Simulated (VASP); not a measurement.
# C (I4/mmm) in VASP: a series of runs

C is run at these levels: PBE; tasks: single point, relaxation of cell and atoms.

Everything below comes from runs of VASP 6.6.1. Logs are shortened: lines on timing, memory, paths and dates and some standing lists are left out, and cuts for length are marked.

### 1 The cell of the first run

The structure is tetragonal, space group I4/mmm (No. 139). Conventional cell: a = 2.365 Å, b = 2.365 Å, c = 4.103 Å, α = 90.00°, β = 90.00°, γ = 90.00°. C (site symmetry 4mm) has 5 C at 1.50 to 1.76 Å within 2.0 Å.

### 2 Single point, PBE

File INCAR:

```
SYSTEM = C
ALGO = Normal
EDIFF = 1E-6
ENCUT = 520
GGA = PE
ISIF = 2
ISMEAR = 0
LASPH = .True.
LCHARG = .False.
LREAL = .False.
LWAVE = .False.
NBANDS = 16
NELM = 100
PREC = Accurate
SIGMA = 0.2
```

File KPOINTS:

```
k-points
0
Gamma
  10 10 10
  0 0 0
```

File POSCAR:

```
C
1.0
   -2.3653117901      0.0000000000      0.0000000000
   -1.1826558950     -1.1826558950      2.0516764274
   -1.1826558950      3.5479676851      2.0516764274
C
4
Direct
    0.1829435165      0.2255847253      0.4085282418
    0.1829435165      0.7255847253      0.9085282418
    0.8170564835      0.2744152747      0.0914717582
    0.8170564835      0.7744152747      0.5914717582
```

Potentials or basis: VASP PAW PBE potentials, release 64 (C).

Started as:

```bash
cat potpaw_PBE.64/C/POTCAR > POTCAR
mpirun -np 1 vasp_std > vasp.out
```

OUTCAR:

```text
SYSTEM = C
   EDIFF = 1E-6
   ENCUT = 520
   GGA = PE
   ISIF = 2
   ISMEAR = 0
   LASPH = .True.
   LREAL = .False.
   NELM = 100
   PREC = Accurate

 ion  position               nearest neighbor table
   1  0.183  0.226  0.409-   4 1.50   4 1.76   4 1.76   3 1.76   3 1.76
   2  0.183  0.726  0.909-   3 1.50   3 1.76   3 1.76   4 1.76   4 1.76
   3  0.817  0.274  0.091-   2 1.50   2 1.76   2 1.76   1 1.76   1 1.76
   4  0.817  0.774  0.591-   1 1.50   1 1.76   1 1.76   2 1.76   2 1.76

  LATTYP: Found a base centered monoclinic cell.
 ALAT       =     4.7362648274
 B/A-ratio  =     0.4994044624
 C/A-ratio  =     0.9988089249
 COS(beta)  =    -0.4994044624

  Lattice vectors:

 A1 = (  -1.1826558950,  -1.1826558950,   2.0516764274)
 A2 = (   1.1826558951,  -1.1826558950,   2.0516764274)
 A3 = (   0.0000000000,   4.7306235801,   0.0000000000)

Analysis of symmetry for initial positions (statically):
=====================================================================
 Subroutine PRICEL returns following result:

  LATTYP: Found a body centered tetragonal cell.
 ALAT       =     2.3653117900
 C/A-ratio  =     1.7348042115

  Lattice vectors:

 A1 = (   1.1826558950,   1.1826558950,  -2.0516764274)
 A2 = (  -1.1826558951,  -1.1826558951,  -2.0516764274)
 A3 = (  -1.1826558950,   1.1826558951,   2.0516764274)

   2 primitive cells build up your supercell.

 Routine SETGRP: Setting up the symmetry group for a
 base centered monoclinic supercell.

 Subroutine GETGRP returns: Found  4 space group operations
 (whereof  4 operations were pure point group operations)
 out of a pool of  4 trial point group operations.

The static configuration has the point symmetry C_2h.

Analysis of symmetry for dynamics (positions and initial velocities):
=====================================================================
 Subroutine PRICEL returns following result:

  LATTYP: Found a body centered tetragonal cell.
 ALAT       =     2.3653117900
 C/A-ratio  =     1.7348042115

  Lattice vectors:

 A1 = (   1.1826558950,   1.1826558950,  -2.0516764274)
 A2 = (  -1.1826558951,  -1.1826558951,  -2.0516764274)
 A3 = (  -1.1826558950,   1.1826558951,   2.0516764274)

   2 primitive cells build up your supercell.

 Routine SETGRP: Setting up the symmetry group for a
 base centered monoclinic supercell.

 Subroutine GETGRP returns: Found  4 space group operations
 (whereof  4 operations were pure point group operations)
 out of a pool of  4 trial point group operations.

The dynamic configuration has the point symmetry C_2h.

 Subroutine INISYM returns: Found  4 space group operations
 (whereof  4 operations are pure point group operations),
 and found     2 'primitive' translations

----------------------------------------------------------------------------------------

                                     Primitive cell

  volume of cell :      11.4785

  direct lattice vectors                    reciprocal lattice vectors
     1.182655895  1.182655895 -2.051676427     0.000000000  0.422777244 -0.243703146
    -1.182655895 -1.182655895 -2.051676427    -0.422777244  0.000000000 -0.243703146
    -1.182655895  1.182655895  2.051676427    -0.422777244  0.422777244  0.000000000

  length of vectors
     2.647022118  2.647022118  2.647022118     0.487987522  0.487987522  0.597897312

  position of ions in fractional coordinates (direct lattice)
     0.182943516  0.182943517  0.000000000
     0.817056484  0.817056483  1.000000000

  ion indices of the primitive-cell ions
   primitive index   ion index
                 1           1
                 2           3

----------------------------------------------------------------------------------------

 KPOINTS: k-points

Automatic generation of k-mesh.
 Grid dimensions read from file:
 generate k-points for:   10   10   10

 Generating k-lattice:

  Cartesian coordinates                     Fractional coordinates (reciprocal lattice)
    -0.042277724  0.000000000 -0.024370315     0.100000000  0.000000000  0.000000000
     0.000000000 -0.021138862  0.036555472     0.000000000  0.100000000 -0.000000000
     0.000000000  0.021138862  0.012185157     0.000000000 -0.000000000  0.100000000

  Length of vectors
     0.048798752  0.042227408  0.024399376

  Shift w.r.t. Gamma in fractional coordinates (k-lattice)
     0.000000000  0.000000000  0.000000000

 Subroutine IBZKPT returns following result:
 ===========================================

 Found    282 irreducible k-points:

 Following reciprocal coordinates:
            Coordinates               Weight
  0.000000  0.000000  0.000000      1.000000
  0.100000  0.000000  0.000000      4.000000
  0.200000  0.000000  0.000000      4.000000
  0.300000  0.000000  0.000000      4.000000
  0.400000 -0.000000 -0.000000      4.000000
  0.500000  0.000000  0.000000      2.000000
[... 16 lines left out ...]
 -0.400000  0.200000  0.000000      4.000000
 -0.300000  0.200000  0.000000      4.000000
 [... further k-points ...]
   k-points           NKPTS =    282   k-points in BZ     NKDIM =    282   number of bands    NBANDS=     16
   number of dos      NEDOS =    301   number of ions     NIONS =      4
   total plane-waves  NPLWV =  11520
   dimension x,y,z NGX =    18 NGY =   20 NGZ =   32
   dimension x,y,z NGXF=    36 NGYF=   40 NGZF=   64
   ions per type =               4
   NGX,Y,Z   is equivalent  to a cutoff of  12.65, 12.56, 12.47 a.u.
   NGXF,Y,Z  is equivalent  to a cutoff of  25.30, 25.12, 24.94 a.u.
 SYSTEM =  C
   PREC   = accura    normal or accurate (medium, high low for compatibility)
   ISTART =      0    job   : 0-new  1-cont  2-samecut
   ICHARG =      2    charge: 1-file 2-atom 10-const
   ISPIN  =      1    spin polarized calculation?
   LNONCOLLINEAR =      F non collinear calculations
   LSORBIT =      F    spin-orbit coupling
   LASPH  =      T    aspherical Exc in radial PAW
   ENCUT  =  520.0 eV  38.22 Ry    6.18 a.u.   4.40  4.92  7.93*2*pi/ulx,y,z
   NELM   =    100;   NELMIN=  2; NELMDL= -5     # of ELM steps
   EDIFF  = 0.1E-05   stopping-criterion for ELM
   LREAL  =      F    real-space projection
   EDIFFG = 0.1E-04   stopping-criterion for IOM
   NSW    =      0    number of steps for IOM
   IBRION =     -1    ionic relax: 0-MD 1-quasi-New 2-CG
   NFREE  =      0    steps in history (QN), initial steepest desc. (CG)
   ISIF   =      2    stress and relaxation
   ISYM   =      2    0-nonsym 1-usesym 2-fastsym
   POTIM  = 0.5000    time-step for ionic-motion
   TEBEG  =    0.0;   TEEND  =   0.0 temperature during run
   PSTRESS=    0.0 pullay stress
   NELECT =      16.0000    total number of electrons
   NUPDOWN=      -1.0000    fix difference up-down
   EMIN   =  10.00;   EMAX   =-10.00  energy-range for DOS
   EFERMI =   0.00;   METHOD = LEGACY
   ISMEAR =     0;   SIGMA  =   0.20  broadening in eV -4-tet -1-fermi 0-gaus
   EFERMI_NEDOS =   21; number of points for ismear=-14 and -15
   IALGO  =     38    algorithm
   IMIX   =      4    mixing-type and parameters
     AMIX     =   0.40;   BMIX     =  1.00
     AMIX_MAG =   1.60;   BMIX_MAG =  1.00
  volume/ion in A,a.u.               =       5.74        38.73
  Fermi-wavevector in a.u.,A,eV,Ry     =   1.451475  2.742890 28.664484  2.106780
  Thomas-Fermi vector in A             =   2.568968
   LORBIT       =      0    0 simple, 1 ext, 2 COOP (PROOUT), +10 PAW based schemes
   GGA     = PE    functional components
   LHFCALC =     F    Hartree Fock is set to
   AEXX    =    0.0000 exact exchange contribution
   IVDW    =     0    specifies the selected vdW correction
   LEPSILON=     F    determine dielectric tensor
   LRPA    =     F    only Hartree local field effects (RPA)
 non-spin polarized calculation
 Gauss-broadening in eV      SIGMA  =   0.20
  energy-cutoff  :      520.00
  volume of cell :       22.96
 maximum number of plane-waves:       640
 NGX is ok and might be reduce to    18

 number of electron      15.9999998 magnetization

 Free energy of the ion-electron system (eV)
  ---------------------------------------------------
  ext. energy  EPLUGINS =         0.00000000
  ---------------------------------------------------
  free energy    TOTEN  =       -28.98014401 eV

  energy without entropy =      -28.96864315  energy(sigma->0) =      -28.97439358

 E-fermi :   9.9728     XC(G=0): -13.5216

 val. band max:        9.9236671440   @ k =   0.4000  -0.2000   0.1000
 cond. band min:       9.9800103482   @ k =  -0.3000  -0.1000   0.2000
 fundamental gap:      0.0563432041
 Fermi energy:         9.9727956366

 k-point     1 :       0.0000    0.0000    0.0000
  band No.  band energies     occupation
      1     -11.5368      2.00000
      2      -5.2860      2.00000
      3      -3.5427      2.00000
      4       5.2277      2.00000
      5       7.8775      2.00000
      6      10.0963      0.38234
[... 8 lines left out ...]
     15      19.8212      0.00000
     16      21.1283      0.00000

 k-point     2 :       0.1000    0.0000    0.0000
  band No.  band energies     occupation
      1     -11.2494      2.00000
      2      -5.2548      2.00000
      3      -3.0393      2.00000
      4       4.9294      2.00000
      5       7.2893      2.00000
      6       8.9150      2.00000
[... 8 lines left out ...]
     15      20.1460      0.00000
     16      21.6299      0.00000

 k-point     3 :       0.2000    0.0000    0.0000
  band No.  band energies     occupation
      1     -10.3909      2.00000
      2      -4.9585      2.00000
      3      -1.7614      2.00000
      4       4.1265      2.00000
      5       5.1241      2.00000
      6       7.1920      2.00000
[... 8 lines left out ...]
     15      20.9416      0.00000
     16      22.8153      0.00000
[... 362 lines left out ...]
 k-point    23 :      -0.4000    0.2000    0.0000
  band No.  band energies     occupation
      1      -4.8915      2.00000
      2      -2.6754      2.00000
      3      -1.8854      2.00000
      4      -0.2588      2.00000
      5       0.6636      2.00000
      6       3.1122      2.00000
[... 8 lines left out ...]
     15      23.0985      0.00000
     16      23.2927      0.00000

 k-point    24 :      -0.3000    0.2000    0.0000
  band No.  band energies     occupation
      1      -6.9323      2.00000
      2      -2.5859      2.00000
      3      -0.6490      2.00000
      4      -0.0831      2.00000
      5       0.9886      2.00000
      6       3.5850      2.00000
[... 8 lines left out ...]
     15      23.5840      0.00000
     16      24.4441      0.00000

 [... further k-points ...]
[... 5 lines left out ...]
  --------------------------------------------------------------------------------------
  -------------------------------------------------------------------------------------
  Total       -0.1589042      0.1921131      0.0751374      0.0000000      0.0164553      0.0000000
  in kB      -11.0899694     13.4076240      5.2438635      0.0000000      1.1484183      0.0000000
  external PRESSURE =       2.5205060 kB  Pullay stress =       0.0000000 kB

 VOLUME and BASIS-vectors are now :
 -----------------------------------------------------------------------------
  energy-cutoff  :      520.00
  volume of cell :       22.96
      direct lattice vectors                 reciprocal lattice vectors
    -2.365311790  0.000000000  0.000000000    -0.422777244  0.000000000 -0.243703146
    -1.182655895 -1.182655895  2.051676427     0.000000000 -0.211388622  0.365554719
    -1.182655895  3.547967685  2.051676427     0.000000000  0.211388622  0.121851573

 POSITION                                       TOTAL-FORCE (eV/Angst)
 -----------------------------------------------------------------------------------
     -1.18266      1.18266      1.30099        -0.000000      0.011956     -0.003106
     -2.36531      2.36531      3.35267        -0.000000      0.011956     -0.003106
     -2.36531     -0.00000      0.75068         0.000000     -0.011956      0.003106
     -3.54797      1.18266      2.80236         0.000000     -0.011956      0.003106
 -----------------------------------------------------------------------------------
    total drift:                               -0.000000      0.000000      0.000000

  FREE ENERGIE OF THE ION-ELECTRON SYSTEM (eV)
  ---------------------------------------------------
  free  energy   TOTEN  =       -28.9801440110 eV

  energy  without entropy=      -28.9686431511  energy(sigma->0) =      -28.97439358
```

Run time: 36 s. Hardware: 1 thread of AMD EPYC 9R45 (Zen 5), shared host; peak memory 0.15 GiB.

What came out:

| Quantity | Value |
| --- | --- |
| Free energy | -28.9801 eV |
| Pressure | 0.3 GPa |
| Largest force | 0.012 eV/Å |
| Band gap on the k mesh | zero (band 8 reaches 13.05 eV, above the bottom of band 9 at 8.45 eV) |

Forces in eV/Å, atoms in the order of the input:
```
C    0.000  0.012 -0.003
C    0.000  0.012 -0.003
C    0.000 -0.012  0.003
C    0.000 -0.012  0.003
```

Stress tensor (GPa, compression positive):
```
-1.11  0.00  0.00
 0.00  1.34  0.11
 0.00  0.11  0.52
```

### 3 Single point, PBE

This run uses another cell than the first one: it holds 2 atoms, not 4.

File INCAR:

```
SYSTEM = C
PREC     = Accurate       ! precision mode
ENCUT    = 520            ! plane-wave cutoff, eV
EDIFF    = 1E-7           ! SCF threshold, eV
ISMEAR   = 0              ! smearing method
SIGMA    = 0.1            ! smearing width, eV
LREAL    = .FALSE.        ! projectors in reciprocal space
LASPH    = .TRUE.         ! aspherical terms in the spheres
NELM     = 80             ! most SCF steps
ALGO     = Normal         ! electronic algorithm
ISIF     = 2              ! what is computed and relaxed
LWAVE    = .FALSE.        ! write WAVECAR
LCHARG   = .FALSE.        ! write CHGCAR
GGA      = PE             ! functional
NBANDS   = 11             ! bands
```

File KPOINTS:

```
regular mesh
0
G
  32 32 32
  0 0 0
```

File POSCAR:

```
C
1.0
   -1.1826558950      1.1826558950      2.0516764274
    1.1826558950     -1.1826558950      2.0516764274
    1.1826558950      1.1826558950     -2.0516764274
C
2
Direct
    0.8170564835      0.8170564835      0.0000000000
    0.1829435165      0.1829435165      0.0000000000
```

Potentials or basis: VASP PAW PBE potentials, release 64 (C).

Started as:

```bash
cat potpaw_PBE.64/C/POTCAR > POTCAR
mpirun -np 1 vasp_std > vasp.out
```

Run time: 2.5 min. Hardware: 1 thread of AMD EPYC 9R45 (Zen 5), shared host; peak memory 0.3 GiB.

It converged, with:

```
Free energy            : -14.4848 eV
Pressure               : 0.4 GPa
Largest force          : 0.036 eV/Å
Band gap on the k mesh : zero (band 4 reaches 13.13 eV, above the bottom of band 5 at 6.07 eV)
```

Forces in eV/Å, atoms in the order of the input:
```
C    0.000  0.000 -0.036
C    0.000  0.000  0.036
```

Stress tensor (GPa, compression positive):
```
0.23 0.00 0.00
0.00 0.23 0.00
0.00 0.00 0.70
```

Levels at points of the mesh, in eV from the Fermi level:
```
           k point  band 2  band 3  band 4  band 5  band 6  band 7
(0.00, 0.00, 0.00)   -2.06    0.16    0.16    6.51    7.35    7.35
(0.50, 0.00, 0.00)  -13.48   -4.71    1.57    4.83    5.98    8.87
(0.50, 0.50, 0.00)  -10.93   -6.32   -3.94   -3.87    2.56   14.29
(0.50, 0.50, 0.50)  -13.92   -3.77   -3.77    3.62   10.81   13.85
```

[end of part 1 of 2]
